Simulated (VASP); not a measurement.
# FeNi (P4/mmm) in VASP: single point with r2SCAN

Aim: the single point of FeNi with r2SCAN.

Program: VASP 6.6.1. These are calculated values, not measurements. Logs are shortened: lines on timing, memory, paths and dates and some standing lists are left out, and cuts for length are marked.

### Step 1. The cell of the first run

The structure is tetragonal, space group P4/mmm (No. 123). The conventional cell has a = 2.533 Å, b = 2.533 Å, c = 3.582 Å, α = 90.00°, β = 90.00°, γ = 90.00°. Fe (site symmetry 4/mmm) has 8 Ni at 2.53 Å and 4 Fe at 2.53 Å within 3.3 Å. Within 3.3 Å of Ni (site symmetry 4/mmm) lie 8 Fe at 2.53 Å and 4 Ni at 2.53 Å.

### Step 2. Single point, r2SCAN, collinear spin, ferrimagnetic start

POSCAR reads:

```
FeNi
1.0
    2.5330000000      0.0000000000      0.0000000000
    0.0000000000      2.5330000000      0.0000000000
    0.0000000000      0.0000000000      3.5820000000
Fe Ni
1 1
Direct
    0.0000000000      0.0000000000      0.0000000000
    0.5000000000      0.5000000000      0.5000000000
```

INCAR.step1 reads:

```
SYSTEM = FeNi
PREC = Accurate ; ENCUT = 520
ISMEAR = 0 ; SIGMA = 0.1
LREAL = .False. ; LASPH = .True.
NELM = 150 ; ISPIN = 2
MAGMOM = 4 -2 ; LMAXMIX = 4
NBANDS = 20 ; GGA = PE
ALGO = Normal ; EDIFF = 1E-4
LWAVE = .True. ; LCHARG = .False.
```

INCAR.step2 reads:

```
SYSTEM = FeNi
PREC = Accurate ; ENCUT = 520
EDIFF = 1E-7 ; ISMEAR = 0
SIGMA = 0.1 ; LREAL = .False.
LASPH = .True. ; NELM = 150
ALGO = Normal ; ISIF = 2
LWAVE = .False. ; LCHARG = .False.
ISPIN = 2 ; MAGMOM = 4 -2
LORBIT = 11 ; LMAXMIX = 4
METAGGA = R2SCAN ; LMIXTAU = .True.
NBANDS = 20 ; ISTART = 1
```

KPOINTS reads:

```
Automatic mesh
0
Gamma
  16 16 12
  0 0 0
```

Potentials or basis: VASP PAW PBE potentials, release 64 (Fe, Ni).

Launch:

```sh
$ cat potpaw_PBE.64/Fe/POTCAR potpaw_PBE.64/Ni/POTCAR > POTCAR
$ cp INCAR.step1 INCAR
$ mpirun -np 1 vasp_std > vasp.out
$ cp INCAR.step2 INCAR
$ mpirun -np 1 vasp_std > vasp.out
```

OUTCAR:

```text
SYSTEM = FeNi
   PREC = Accurate
   ENCUT = 520
   EDIFF = 1E-7
   ISMEAR = 0
   LREAL = .False.
   LASPH = .True.
   NELM = 150
   ISIF = 2
   ISPIN = 2
   LORBIT = 11
   METAGGA = R2SCAN
   ISTART = 1

 ion  position               nearest neighbor table
   1  0.000  0.000  0.000-   2 2.53   2 2.53   2 2.53   2 2.53   2 2.53   2 2.53   2 2.53   2 2.53

   2  0.500  0.500  0.500-   1 2.53   1 2.53   1 2.53   1 2.53   1 2.53   1 2.53   1 2.53   1 2.53

  LATTYP: Found a simple tetragonal cell.
 ALAT       =     2.5330000000
 C/A-ratio  =     1.4141334386

  Lattice vectors:

 A1 = (   2.5330000000,   0.0000000000,   0.0000000000)
 A2 = (   0.0000000000,   2.5330000000,   0.0000000000)
 A3 = (   0.0000000000,   0.0000000000,   3.5820000000)

Analysis of symmetry for initial positions (statically):
=====================================================================
 Subroutine PRICEL returns:
 Original cell was already a primitive cell.

 Routine SETGRP: Setting up the symmetry group for a
 simple tetragonal supercell.

 Subroutine GETGRP returns: Found 16 space group operations
 (whereof 16 operations were pure point group operations)
 out of a pool of 16 trial point group operations.

The static configuration has the point symmetry D_4h.

Analysis of symmetry for dynamics (positions and initial velocities):
=====================================================================
 Subroutine PRICEL returns:
 Original cell was already a primitive cell.

 Routine SETGRP: Setting up the symmetry group for a
 simple tetragonal supercell.

 Subroutine GETGRP returns: Found 16 space group operations
 (whereof 16 operations were pure point group operations)
 out of a pool of 16 trial point group operations.

The dynamic configuration has the point symmetry D_4h.

Analysis of structural, dynamic, and magnetic symmetry:
=====================================================================
 Subroutine PRICEL returns:
 Original cell was already a primitive cell.

 Routine SETGRP: Setting up the symmetry group for a
 simple tetragonal supercell.

 Subroutine GETGRP returns: Found 16 space group operations
 (whereof 16 operations were pure point group operations)
 out of a pool of 16 trial point group operations.

The overall configuration has the point symmetry D_4h.

 Subroutine INISYM returns: Found 16 space group operations
 (whereof 16 operations are pure point group operations),
 and found     1 'primitive' translations

----------------------------------------------------------------------------------------

                                     Primitive cell

  volume of cell :      22.9824

  direct lattice vectors                    reciprocal lattice vectors
     2.533000000  0.000000000  0.000000000     0.394788788  0.000000000  0.000000000
     0.000000000  2.533000000  0.000000000     0.000000000  0.394788788  0.000000000
     0.000000000  0.000000000  3.582000000     0.000000000  0.000000000  0.279173646

  length of vectors
     2.533000000  2.533000000  3.582000000     0.394788788  0.394788788  0.279173646

  position of ions in fractional coordinates (direct lattice)
     0.000000000  0.000000000  0.000000000
     0.500000000  0.500000000  0.500000000

  ion indices of the primitive-cell ions
   primitive index   ion index
                 1           1
                 2           2

----------------------------------------------------------------------------------------

 KPOINTS: Automatic mesh

Automatic generation of k-mesh.
 Grid dimensions read from file:
 generate k-points for:   16   16   12

 Generating k-lattice:

  Cartesian coordinates                     Fractional coordinates (reciprocal lattice)
     0.024674299  0.000000000  0.000000000     0.062500000  0.000000000  0.000000000
     0.000000000  0.024674299  0.000000000     0.000000000  0.062500000  0.000000000
     0.000000000  0.000000000  0.023264471     0.000000000  0.000000000  0.083333333

  Length of vectors
     0.024674299  0.024674299  0.023264471

  Shift w.r.t. Gamma in fractional coordinates (k-lattice)
     0.000000000  0.000000000  0.000000000

 Subroutine IBZKPT returns following result:
 ===========================================

 Found    315 irreducible k-points:

 Following reciprocal coordinates:
            Coordinates               Weight
  0.000000  0.000000  0.000000      1.000000
  0.062500  0.000000  0.000000      4.000000
  0.125000  0.000000  0.000000      4.000000
  0.187500  0.000000  0.000000      4.000000
  0.250000  0.000000  0.000000      4.000000
  0.312500  0.000000  0.000000      4.000000
[... 16 lines left out ...]
  0.437500  0.125000  0.000000      8.000000
  0.500000  0.125000  0.000000      4.000000
 [... further k-points ...]
   k-points           NKPTS =    315   k-points in BZ     NKDIM =    315   number of bands    NBANDS=     20
   number of dos      NEDOS =    301   number of ions     NIONS =      2
   total plane-waves  NPLWV =  11200
   dimension x,y,z NGX =    20 NGY =   20 NGZ =   28
   dimension x,y,z NGXF=    40 NGYF=   40 NGZF=   56
   ions per type =               1   1
   NGX,Y,Z   is equivalent  to a cutoff of  13.13, 13.13, 13.00 a.u.
   NGXF,Y,Z  is equivalent  to a cutoff of  26.25, 26.25, 25.99 a.u.
 SYSTEM =  FeNi
   PREC   = accura    normal or accurate (medium, high low for compatibility)
   ISTART =      1    job   : 0-new  1-cont  2-samecut
   ICHARG =      0    charge: 1-file 2-atom 10-const
   ISPIN  =      2    spin polarized calculation?
   LNONCOLLINEAR =      F non collinear calculations
   LSORBIT =      F    spin-orbit coupling
   LASPH  =      T    aspherical Exc in radial PAW
   ENCUT  =  520.0 eV  38.22 Ry    6.18 a.u.   4.71  4.71  6.66*2*pi/ulx,y,z
   NELM   =    150;   NELMIN=  2; NELMDL=  0     # of ELM steps
   EDIFF  = 0.1E-06   stopping-criterion for ELM
   LREAL  =      F    real-space projection
   EDIFFG = 0.1E-05   stopping-criterion for IOM
   NSW    =      0    number of steps for IOM
   IBRION =     -1    ionic relax: 0-MD 1-quasi-New 2-CG
   NFREE  =      0    steps in history (QN), initial steepest desc. (CG)
   ISIF   =      2    stress and relaxation
   ISYM   =      2    0-nonsym 1-usesym 2-fastsym
   POTIM  = 0.5000    time-step for ionic-motion
   TEBEG  =    0.0;   TEEND  =   0.0 temperature during run
   PSTRESS=    0.0 pullay stress
   NELECT =      18.0000    total number of electrons
   NUPDOWN=      -1.0000    fix difference up-down
   EMIN   =  10.00;   EMAX   =-10.00  energy-range for DOS
   EFERMI =   0.00;   METHOD = LEGACY
   ISMEAR =     0;   SIGMA  =   0.10  broadening in eV -4-tet -1-fermi 0-gaus
   EFERMI_NEDOS =   21; number of points for ismear=-14 and -15
   IALGO  =     38    algorithm
   IMIX   =      4    mixing-type and parameters
     AMIX     =   0.40;   BMIX     =  1.00
     AMIX_MAG =   1.60;   BMIX_MAG =  1.00
  volume/ion in A,a.u.               =      11.49        77.55
  Fermi-wavevector in a.u.,A,eV,Ry     =   1.509039  2.851669 30.983152  2.277197
  Thomas-Fermi vector in A             =   2.619414
   LORBIT       =     11    0 simple, 1 ext, 2 COOP (PROOUT), +10 PAW based schemes
   METAGGA = R2SCAN    functional components
   LHFCALC =     F    Hartree Fock is set to
   AEXX    =    0.0000 exact exchange contribution
   IVDW    =     0    specifies the selected vdW correction
   LEPSILON=     F    determine dielectric tensor
   LRPA    =     F    only Hartree local field effects (RPA)
 spin polarized calculation
 Gauss-broadening in eV      SIGMA  =   0.10
  energy-cutoff  :      520.00
  volume of cell :       22.98
 maximum number of plane-waves:       637
 NGX is ok and might be reduce to    20
   NGX =  9   NGY =  9   NGZ = 13

 number of electron      17.9999995 magnetization       3.5436007

 Free energy of the ion-electron system (eV)
  ---------------------------------------------------
  ext. energy  EPLUGINS =         0.00000000
  ---------------------------------------------------
  free energy    TOTEN  =       -26.49838055 eV

  energy without entropy =      -26.49195074  energy(sigma->0) =      -26.49516565

 E-fermi :   7.3835     XC(G=0): -14.1178

 val. band max:        7.3830686790   @ k =   0.5000   0.1250   0.0833
 cond. band min:       7.3856712590   @ k =   0.5000   0.5000   0.3333
 fundamental gap:      0.0026025800
 Fermi energy:         7.3834772626

 spin component 1

 k-point     1 :       0.0000    0.0000    0.0000
  band No.  band energies     occupation
      1      -1.7291      1.00000
      2       1.7001      1.00000
      3       2.3424      1.00000
      4       4.1419      1.00000
      5       4.1419      1.00000
      6       4.2542      1.00000
[... 12 lines left out ...]
     19      34.8663      0.00000
     20      34.9123      0.00000

 k-point     2 :       0.0625    0.0000    0.0000
  band No.  band energies     occupation
      1      -1.6260      1.00000
      2       1.7518      1.00000
      3       2.3814      1.00000
      4       4.1060      1.00000
      5       4.1625      1.00000
      6       4.2820      1.00000
[... 12 lines left out ...]
     19      33.5314      0.00000
     20      34.1026      0.00000
[... 465 lines left out ...]
      3       3.0308      1.00000
      4       3.3248      1.00000
      5       3.6704      1.00000
      6       3.9860      1.00000
[... 12 lines left out ...]
     19      34.0722      0.00000
     20      34.6576      0.00000

 k-point    24 :       0.5000    0.1250    0.0000
  band No.  band energies     occupation
      1       2.7238      1.00000
      2       2.7588      1.00000
      3       2.9897      1.00000
      4       3.3547      1.00000
      5       3.6367      1.00000
      6       3.9284      1.00000
[... 12 lines left out ...]
     19      35.1618      0.00000
     20      35.1756      0.00000

 [... further k-points ...]

 spin component 2

 k-point     1 :       0.0000    0.0000    0.0000
  band No.  band energies     occupation
      1      -2.1469      1.00000
      2       3.4230      1.00000
      3       4.1972      1.00000
      4       6.0642      1.00000
      5       6.0642      1.00000
      6       6.6534      1.00000
[... 12 lines left out ...]
     19      35.6150      0.00000
     20      35.6283      0.00000

 k-point     2 :       0.0625    0.0000    0.0000
  band No.  band energies     occupation
      1      -2.0416      1.00000
      2       3.4836      1.00000
      3       4.2307      1.00000
      4       6.0106      1.00000
      5       6.0826      1.00000
      6       6.6868      1.00000
[... 12 lines left out ...]
     19      34.1853      0.00000
     20      34.8696      0.00000
[... 465 lines left out ...]
      3       4.7190      1.00000
      4       5.3037      1.00000
      5       5.4030      1.00000
      6       5.9090      1.00000
[... 12 lines left out ...]
     19      34.4613      0.00000
     20      35.0387      0.00000

 k-point    24 :       0.5000    0.1250    0.0000
  band No.  band energies     occupation
      1       3.1777      1.00000
      2       3.5418      1.00000
      3       4.6763      1.00000
      4       5.3693      1.00000
      5       5.4249      1.00000
      6       5.8251      1.00000
[... 12 lines left out ...]
     19      35.3129      0.00000
     20      35.4435      0.00000

 [... further k-points ...]
[... 5 lines left out ...]
  --------------------------------------------------------------------------------------
  -------------------------------------------------------------------------------------
  Total       -0.7410204     -0.7410204     -0.8495708      0.0000000     -0.0000000     -0.0000000
  in kB      -51.6588543    -51.6588543    -59.2262424      0.0000000     -0.0000000     -0.0000000
  external PRESSURE =     -54.1813170 kB  Pullay stress =       0.0000000 kB

 VOLUME and BASIS-vectors are now :
 -----------------------------------------------------------------------------
  energy-cutoff  :      520.00
  volume of cell :       22.98
      direct lattice vectors                 reciprocal lattice vectors
     2.533000000  0.000000000  0.000000000     0.394788788  0.000000000  0.000000000
     0.000000000  2.533000000  0.000000000     0.000000000  0.394788788  0.000000000
     0.000000000  0.000000000  3.582000000     0.000000000  0.000000000  0.279173646

 POSITION                                       TOTAL-FORCE (eV/Angst)
 -----------------------------------------------------------------------------------
      0.00000      0.00000      0.00000         0.000000      0.000000      0.000000
      1.26650      1.26650      1.79100         0.000000      0.000000      0.000000
 -----------------------------------------------------------------------------------
    total drift:                               -0.000000      0.000000      0.000000

  FREE ENERGIE OF THE ION-ELECTRON SYSTEM (eV)
  ---------------------------------------------------
  free  energy   TOTEN  =       -26.4983805478 eV

  energy  without entropy=      -26.4919507444  energy(sigma->0) =      -26.49516565

 total charge

# of ion       s       p       d       tot
------------------------------------------
    1        0.474   0.521   6.111   7.106
    2        0.525   0.544   8.314   9.382
--------------------------------------------------
tot          0.999   1.064  14.425  16.488

 magnetization (x)

# of ion       s       p       d       tot
------------------------------------------
    1        0.010  -0.045   2.984   2.949
    2       -0.036  -0.103   0.815   0.676
--------------------------------------------------
tot         -0.026  -0.149   3.799   3.625
```

It took 15 min on 1 thread of Intel Xeon 8259CL, shared host; peak memory 0.34 GiB.

What came out:

```yaml
Free_energy: -26.4984 eV
Pressure: -5.4 GPa
Net_moment: 3.54 μB per cell
Site_moments: Fe +2.95; Ni +0.68 μB
Valence_electrons_inside_the_program's_atomic_spheres: Fe 7.11; Ni 9.38
```

Caveat: the cell stands under tension; the PAW data sets were made with another functional, which shifts forces and pressure a little.
